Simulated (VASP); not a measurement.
Wanted: the native input for a VASP 6.6.1 run.

- Task: single point
- Functional: PBE
- Potentials or basis: VASP PAW PBE potentials, release 64 (W_sv, Mo_sv)
- Cutoff: 520 eV
- k mesh: 3 × 3 × 3
- Occupations: gaussian, width 0.05 eV
- Spin: no spin polarisation
- Dipole correction: no
- Further INCAR settings: LREAL = Auto; ALGO = Normal; EDIFF = 1e-06; NBANDS = 118

The structure of MoW14 (a cell with a defect) lies in POSCAR:

```
MoW14
1.0
    6.3200000000      0.0000000000      0.0000000000
    0.0000000000      6.3200000000      0.0000000000
    0.0000000000      0.0000000000      6.3200000000
W Mo
14 1
Direct
    0.5121036392     -0.0034208861     -0.0037996835
   -0.0030069620      0.5116875000     -0.0037992089
   -0.0030064873     -0.0034200949      0.5113050633
    0.5004136076      0.5000000000     -0.0002979430
    0.5004150316      0.0000772152      0.4996213608
    0.7484640823      0.2548518987      0.2544738924
    0.0004943038      0.4999998418      0.4996213608
    0.2552685127      0.7480462025      0.2544748418
    0.2552680380      0.2548517405      0.7476723101
    0.4956414557      0.4952240506      0.4948473101
    0.7580571203      0.7576405063      0.2485882911
    0.7580563291      0.2489677215      0.7572613924
    0.2493849684      0.7576386076      0.7572607595
    0.7518731013      0.7514564873      0.7510761076
    0.1606656646      0.1602468354      0.1598697785
```

One way to write it, as run:

INCAR

```
PREC = Accurate ; ENCUT = 520
EDIFF = 1E-6 ; ISMEAR = 0
SIGMA = 0.05 ; LREAL = Auto
LASPH = T ; NELM = 60
ALGO = Normal ; ISIF = 2
LWAVE = F ; LCHARG = F
GGA = PE ; NBANDS = 118
```

KPOINTS

```
regular mesh
0
Gamma
  3 3 3
```

Potentials or basis: VASP PAW PBE potentials, release 64 (W_sv, Mo_sv).

The run is started by

```sh
$ cat potpaw_PBE.64/W_sv/POTCAR potpaw_PBE.64/Mo_sv/POTCAR > POTCAR
$ mpirun -np 1 vasp_std > vasp.out
```

Results of the run:

The pressure is 0.5 GPa and the largest force is 0.073 eV/Å.

Run time: 5.6 min on 1 thread of Intel(R) Xeon(R) Platinum 8259CL CPU @ 2.50GHz (Skylake/Cascade Lake), on a shared host, peak memory 0.39 GiB.
